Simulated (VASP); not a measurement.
GaP:

```xyz
2
Lattice="0.0000 2.6709 2.6709 2.6709 0.0000 2.6709 2.6709 2.6709 0.0000" Properties=species:S:1:pos:R:3 pbc="T T T"
Ga    0.0000    0.0000    0.0000
P     1.3354    1.3354    1.3354
```

This cell differs from its parent crystal: strain -2.0%.

Base run:

- Program: VASP 6.6.1
- Functional: r2SCAN
- Potentials or basis: VASP PAW PBE potentials, release 64 (Ga_d, P)
- Cutoff: 520 eV
- k mesh: 8 × 8 × 8
- Occupations: gaussian, width 0.01 eV
- Spin: no spin polarisation

Its results: band gap on the k mesh 1.78 eV, indirect (least direct gap 2.88 eV); pressure 6.1 GPa.

**Question.** The run is repeated on the same cell with these changes: functional from r2SCAN to PBE; occupations from gaussian, width 0.01 eV to fermi-dirac, width 0.02 eV. What comes out?

**Answer.** Band gap on the k mesh 1.52 eV, indirect (least direct gap 2.33 eV); pressure 8.4 GPa.

Caveats: the PAW data sets were made with another functional, which shifts forces and pressure a little (some runs).

A k mesh can miss the band edges.
